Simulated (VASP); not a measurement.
# BP (F-43m) in VASP: notebook

The runs below take BP through single point, with LDA, PBEsol.

All numbers are computed with VASP 6.6.1; they aren't measurements. Logs are shortened: lines on timing, memory, paths and dates and some standing lists are left out, and cuts for length are marked.

## (1) The cell of the first run

It takes space group F-43m (No. 216, cubic). The conventional cell has a = 4.901 Å, b = 4.901 Å, c = 4.901 Å, α = 90.00°, β = 90.00°, γ = 90.00°. B (site symmetry -43m) has 4 P at 2.12 Å within 2.8 Å. Within 2.8 Å of P (site symmetry -43m) lie 4 B at 2.12 Å.

## (2) Single point, LDA (strain +0.080 along x and y, +0.080 along z)

File INCAR:

```
PREC = Accurate
ENCUT = 520
EDIFF = 1E-6
ISMEAR = 0
SIGMA = 0.05
LREAL = False
LASPH = True
NELM = 60
ALGO = Normal
ISIF = 2
LWAVE = False
LCHARG = False
NBANDS = 11
```

File KPOINTS:

```
Automatic mesh
0
Gamma
  10 10 10
```

File POSCAR:

```
BP
1.0
    0.0000000000      2.4505200000      2.4505200000
    2.4505200000      0.0000000000      2.4505200000
    2.4505200000      2.4505200000      0.0000000000
B P
1 1
Direct
    0.0000000000      0.0000000000      0.0000000000
    0.7500000000      0.7500000000      0.7500000000
```

Potentials or basis: VASP PAW LDA potentials, release 64 (B, P).

Run with:

```bash
cat potpaw_LDA.64/B/POTCAR potpaw_LDA.64/P/POTCAR > POTCAR
mpirun -np 1 vasp_std > vasp.out
```

OUTCAR:

```text
PREC = Accurate
   ENCUT = 520
   EDIFF = 1E-6
   ISMEAR = 0
   LREAL = False
   LASPH = True
   NELM = 60
   ISIF = 2

 ion  position               nearest neighbor table
   1  0.000  0.000  0.000-   2 2.12   2 2.12   2 2.12   2 2.12
   2  0.750  0.750  0.750-   1 2.12   1 2.12   1 2.12   1 2.12

  LATTYP: Found a face centered cubic cell.
 ALAT       =     4.9010400000

  Lattice vectors:

 A1 = (   0.0000000000,   2.4505200000,   2.4505200000)
 A2 = (   2.4505200000,   0.0000000000,   2.4505200000)
 A3 = (   2.4505200000,   2.4505200000,   0.0000000000)

Analysis of symmetry for initial positions (statically):
=====================================================================
 Subroutine PRICEL returns:
 Original cell was already a primitive cell.

 Routine SETGRP: Setting up the symmetry group for a
 face centered cubic supercell.

 Subroutine GETGRP returns: Found 24 space group operations
 (whereof 24 operations were pure point group operations)
 out of a pool of 48 trial point group operations.

The static configuration has the point symmetry T_d .

Analysis of symmetry for dynamics (positions and initial velocities):
=====================================================================
 Subroutine PRICEL returns:
 Original cell was already a primitive cell.

 Routine SETGRP: Setting up the symmetry group for a
 face centered cubic supercell.

 Subroutine GETGRP returns: Found 24 space group operations
 (whereof 24 operations were pure point group operations)
 out of a pool of 48 trial point group operations.

The dynamic configuration has the point symmetry T_d .

 Subroutine INISYM returns: Found 24 space group operations
 (whereof 24 operations are pure point group operations),
 and found     1 'primitive' translations

----------------------------------------------------------------------------------------

                                     Primitive cell

  volume of cell :      29.4310

  direct lattice vectors                    reciprocal lattice vectors
     0.000000000  2.450520000  2.450520000    -0.204038327  0.204038327  0.204038327
     2.450520000  0.000000000  2.450520000     0.204038327 -0.204038327  0.204038327
     2.450520000  2.450520000  0.000000000     0.204038327  0.204038327 -0.204038327

  length of vectors
     3.465558619  3.465558619  3.465558619     0.353404748  0.353404748  0.353404748

  position of ions in fractional coordinates (direct lattice)
     0.000000000  0.000000000  0.000000000
     0.750000000  0.750000000  0.750000000

  ion indices of the primitive-cell ions
   primitive index   ion index
                 1           1
                 2           2

----------------------------------------------------------------------------------------

 KPOINTS: Automatic mesh

Automatic generation of k-mesh.
 Grid dimensions read from file:
 generate k-points for:   10   10   10

 Generating k-lattice:

  Cartesian coordinates                     Fractional coordinates (reciprocal lattice)
    -0.020403833  0.020403833  0.020403833     0.100000000  0.000000000  0.000000000
     0.020403833 -0.020403833  0.020403833     0.000000000  0.100000000  0.000000000
     0.020403833  0.020403833 -0.020403833     0.000000000  0.000000000  0.100000000

  Length of vectors
     0.035340475  0.035340475  0.035340475

  Shift w.r.t. Gamma in fractional coordinates (k-lattice)
     0.000000000  0.000000000  0.000000000

 Subroutine IBZKPT returns following result:
 ===========================================

 Found     47 irreducible k-points:

 Following reciprocal coordinates:
            Coordinates               Weight
  0.000000  0.000000  0.000000      1.000000
  0.100000  0.000000  0.000000      8.000000
  0.200000  0.000000  0.000000      8.000000
  0.300000  0.000000  0.000000      8.000000
  0.400000  0.000000  0.000000      8.000000
  0.500000  0.000000  0.000000      4.000000
[... 16 lines left out ...]
  0.300000  0.300000  0.000000      6.000000
  0.400000  0.300000  0.000000     24.000000
 [... further k-points ...]
   k-points           NKPTS =     47   k-points in BZ     NKDIM =     47   number of bands    NBANDS=     11
   number of dos      NEDOS =    301   number of ions     NIONS =      2
   total plane-waves  NPLWV =  21952
   dimension x,y,z NGX =    28 NGY =   28 NGZ =   28
   dimension x,y,z NGXF=    56 NGYF=   56 NGZF=   56
   ions per type =               1   1
   NGX,Y,Z   is equivalent  to a cutoff of  13.43, 13.43, 13.43 a.u.
   NGXF,Y,Z  is equivalent  to a cutoff of  26.86, 26.86, 26.86 a.u.
 SYSTEM =  unknown system
   PREC   = accura    normal or accurate (medium, high low for compatibility)
   ISTART =      0    job   : 0-new  1-cont  2-samecut
   ICHARG =      2    charge: 1-file 2-atom 10-const
   ISPIN  =      1    spin polarized calculation?
   LNONCOLLINEAR =      F non collinear calculations
   LSORBIT =      F    spin-orbit coupling
   LASPH  =      T    aspherical Exc in radial PAW
   ENCUT  =  520.0 eV  38.22 Ry    6.18 a.u.   6.44  6.44  6.44*2*pi/ulx,y,z
   NELM   =     60;   NELMIN=  2; NELMDL= -5     # of ELM steps
   EDIFF  = 0.1E-05   stopping-criterion for ELM
   LREAL  =      F    real-space projection
   EDIFFG = 0.1E-04   stopping-criterion for IOM
   NSW    =      0    number of steps for IOM
   IBRION =     -1    ionic relax: 0-MD 1-quasi-New 2-CG
   NFREE  =      0    steps in history (QN), initial steepest desc. (CG)
   ISIF   =      2    stress and relaxation
   ISYM   =      2    0-nonsym 1-usesym 2-fastsym
   POTIM  = 0.5000    time-step for ionic-motion
   TEBEG  =    0.0;   TEEND  =   0.0 temperature during run
   PSTRESS=    0.0 pullay stress
   NELECT =       8.0000    total number of electrons
   NUPDOWN=      -1.0000    fix difference up-down
   EMIN   =  10.00;   EMAX   =-10.00  energy-range for DOS
   EFERMI =   0.00;   METHOD = LEGACY
   ISMEAR =     0;   SIGMA  =   0.05  broadening in eV -4-tet -1-fermi 0-gaus
   EFERMI_NEDOS =   21; number of points for ismear=-14 and -15
   IALGO  =     38    algorithm
   IMIX   =      4    mixing-type and parameters
     AMIX     =   0.40;   BMIX     =  1.00
     AMIX_MAG =   1.60;   BMIX_MAG =  1.00
  volume/ion in A,a.u.               =      14.72        99.31
  Fermi-wavevector in a.u.,A,eV,Ry     =   1.060482  2.004020 15.301408  1.124622
  Thomas-Fermi vector in A             =   2.195864
   LORBIT       =      0    0 simple, 1 ext, 2 COOP (PROOUT), +10 PAW based schemes
   GGA     = CA    functional components
   LHFCALC =     F    Hartree Fock is set to
   AEXX    =    0.0000 exact exchange contribution
   IVDW    =     0    specifies the selected vdW correction
   LEPSILON=     F    determine dielectric tensor
   LRPA    =     F    only Hartree local field effects (RPA)
 non-spin polarized calculation
 Gauss-broadening in eV      SIGMA  =   0.05
  energy-cutoff  :      520.00
  volume of cell :       29.43
 maximum number of plane-waves:       821
 NGX is ok and might be reduce to    28
   NGX = 13   NGY = 13   NGZ = 13

 number of electron       8.0000000 magnetization

 Free energy of the ion-electron system (eV)
  ---------------------------------------------------
  ext. energy  EPLUGINS =         0.00000000
  ---------------------------------------------------
  free energy    TOTEN  =       -13.67112189 eV

  energy without entropy =      -13.67112189  energy(sigma->0) =      -13.67112189

 E-fermi :   5.0910     XC(G=0): -10.1614

 val. band max:        4.8655758009   @ k =   0.0000   0.0000   0.0000
 cond. band min:       6.2886055804   @ k =   0.4000   0.4000   0.0000
 fundamental gap:      1.4230297796
 Fermi energy:         5.0909615313

 k-point     1 :       0.0000    0.0000    0.0000
  band No.  band energies     occupation
      1      -8.6384      2.00000
      2       4.8656      2.00000
      3       4.8656      2.00000
      4       4.8656      2.00000
      5       7.9655      0.00000
      6       7.9655      0.00000
      7       7.9655      0.00000
      8       9.0198      0.00000
      9      14.7000      0.00000
     10      16.4273      0.00000
     11      16.4273      0.00000

 k-point     2 :       0.1000    0.0000    0.0000
  band No.  band energies     occupation
      1      -8.4912      2.00000
      2       3.6998      2.00000
      3       4.6333      2.00000
      4       4.6333      2.00000
      5       8.0808      0.00000
      6       8.2881      0.00000
      7       8.2881      0.00000
      8       9.8281      0.00000
      9      15.1669      0.00000
     10      15.8353      0.00000
     11      15.8353      0.00000

 k-point     3 :       0.2000    0.0000    0.0000
  band No.  band energies     occupation
      1      -8.0583      2.00000
      2       1.6847      2.00000
      3       4.1769      2.00000
      4       4.1769      2.00000
      5       7.8680      0.00000
      6       8.9003      0.00000
      7       8.9003      0.00000
      8      11.4541      0.00000
      9      15.2913      0.00000
     10      15.2913      0.00000
     11      15.9817      0.00000

 k-point     4 :       0.3000    0.0000    0.0000
  band No.  band energies     occupation
      1      -7.3761      2.00000
      2      -0.2881      2.00000
      3       3.7658      2.00000
      4       3.7658      2.00000
      5       7.5990      0.00000
      6       9.2905      0.00000
      7       9.2905      0.00000
      8      12.9250      0.00000
      9      15.6398      0.00000
     10      15.6398      0.00000
     11      16.1398      0.00000
[... 239 lines left out ...]
 k-point    22 :      -0.2000    0.2000    0.0000
  band No.  band energies     occupation
      1      -7.1411      2.00000
      2       0.1561      2.00000
      3       1.5380      2.00000
      4       3.8348      2.00000
      5       8.5953      0.00000
      6       9.5755      0.00000
      7      10.2560      0.00000
      8      11.6116      0.00000
      9      14.1515      0.00000
     10      16.7346      0.00000
     11      17.8927      0.00000

 k-point    23 :       0.3000    0.3000    0.0000
  band No.  band energies     occupation
      1      -6.9297      2.00000
      2       0.3189      2.00000
      3       2.2918      2.00000
      4       2.2918      2.00000
      5       6.4762      0.00000
      6       8.6016      0.00000
      7      12.3123      0.00000
      8      12.3123      0.00000
      9      15.1939      0.00000
     10      18.3327      0.00000
     11      18.5737      0.00000

 k-point    24 :       0.4000    0.3000    0.0000
  band No.  band energies     occupation
      1      -6.2873      2.00000
      2      -0.7436      2.00000
      3       1.6302      2.00000
      4       2.0459      2.00000
      5       6.7404      0.00000
      6       8.3447      0.00000
      7      12.7022      0.00000
      8      12.8826      0.00000
      9      16.2443      0.00000
     10      18.8157      0.00000
     11      18.9426      0.00000

 [... further k-points ...]
[... 5 lines left out ...]
  --------------------------------------------------------------------------------------
  -------------------------------------------------------------------------------------
  Total       -5.0960388     -5.0960388     -5.0960388      0.0000000      0.0000000      0.0000000
  in kB     -277.4205032   -277.4205032   -277.4205032      0.0000000      0.0000000      0.0000000
  external PRESSURE =    -277.4205032 kB  Pullay stress =       0.0000000 kB

 VOLUME and BASIS-vectors are now :
 -----------------------------------------------------------------------------
  energy-cutoff  :      520.00
  volume of cell :       29.43
      direct lattice vectors                 reciprocal lattice vectors
     0.000000000  2.450520000  2.450520000    -0.204038327  0.204038327  0.204038327
     2.450520000  0.000000000  2.450520000     0.204038327 -0.204038327  0.204038327
     2.450520000  2.450520000  0.000000000     0.204038327  0.204038327 -0.204038327

 POSITION                                       TOTAL-FORCE (eV/Angst)
 -----------------------------------------------------------------------------------
      0.00000      0.00000      0.00000         0.000000      0.000000      0.000000
      3.67578      3.67578      3.67578        -0.000000     -0.000000     -0.000000
 -----------------------------------------------------------------------------------
    total drift:                                0.000000      0.000000     -0.000000

  FREE ENERGIE OF THE ION-ELECTRON SYSTEM (eV)
  ---------------------------------------------------
  free  energy   TOTEN  =       -13.6711218852 eV

  energy  without entropy=      -13.6711218852  energy(sigma->0) =      -13.67112189
```

It took 5.6 s on 1 thread of Intel Xeon 6975P-C (Granite Rapids), shared host; peak memory 0.14 GiB.

Results:

```
Free energy            : -13.6711 eV
Pressure               : -27.7 GPa
Band gap on the k mesh : 1.42 eV, indirect (least direct gap 3.10 eV)
```

Caveat: the cell differs from its parent crystal (strain +0.080 along x and y, +0.080 along z). A k mesh can miss the band edges.

(Part 1 of 2 ends here.)
